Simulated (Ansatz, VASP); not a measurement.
## One calculation of C, two programs

File INCAR:

```
PREC = Accurate ; ENCUT = 520
EDIFF = 1E-6 ; ISMEAR = -1
SIGMA = 0.05 ; LREAL = F
LASPH = T ; NELM = 100
ALGO = Normal ; ISIF = 2
LWAVE = F ; LCHARG = F
NBANDS = 16
```

File KPOINTS:

```
Automatic mesh
0
Gamma
  13 13 7
```

Contents of POSCAR:

```
C
1.0
    2.4497381997      0.0000000000      0.0000000000
   -1.2248690999      2.1215355136      0.0000000000
    0.0000000000      0.0000000000      4.0803854456
C
4
Direct
    0.3333333333      0.6666666667      0.0628291463
    0.6666666667      0.3333333333      0.5628291463
    0.3333333333      0.6666666667      0.4371708537
    0.6666666667      0.3333333333      0.9371708537
```

Input for Ansatz:

```yaml
crystal:
  lattice:
    - [2.4497381997, 0.0, 0.0]
    - [-1.2248690999, 2.1215355136, 0.0]
    - [0.0, 0.0, 4.0803854456]
  atoms:
    - { symbol: C, position: [0.3333333333, 0.6666666667, 0.0628291463] }
    - { symbol: C, position: [0.6666666667, 0.3333333333, 0.5628291463] }
    - { symbol: C, position: [0.3333333333, 0.6666666667, 0.4371708537] }
    - { symbol: C, position: [0.6666666667, 0.3333333333, 0.9371708537] }
hamiltonian:
  xc: lda
  pseudopotentials:
    kind: paw
    azcp:
      C: "pseudopotentials/C.paw.azcp"
basis:
  ecutwfc: 420
  fft_grid_basis: typed
kpoints:
  mp_grid: { grid: [13, 13, 7], shift: [0, 0, 0] }
magnetization:
  spin_polarized: false
scf:
  occupations: { method: fermi_dirac, width: 0.05 }
  lower_state_search: "off"
output:
  stress: true
  write_density: true
  write_potential: true
  elf: true
  volumetric_format: npy
```

Alike in both runs: task single point; functional LDA; k mesh 13 × 13 × 7; occupations fermi-dirac, width 0.05 eV; no spin polarisation.

|  | VASP | Ansatz |
| --- | --- | --- |
| version | VASP 6.6.1 | Ansatz 0.2.0 |
| potentials or method | VASP PAW LDA potentials, release 64 (C), cutoff 520 eV | plane waves (420 eV) with PAW, scalar-relativistic |
| valence electrons in the cell | 16 | 16 |

|  | VASP | Ansatz | Ansatz less VASP |
| --- | --- | --- | --- |
| gap on the k mesh at the Fermi level (eV) | 3.01 | 3.02 | +0.018 |
| pressure (GPa) | 22.4 | 20.6 | -1.83 |
| traceless stress, the component that is largest in VASP (GPa) | 0.25 | 0.29 | +0.043 |

Ansatz warns that its potentials were made for another functional, while VASP's fit it. LDA's correlation is that of Perdew and Zunger in VASP and of Perdew and Wang (1992) in Ansatz.
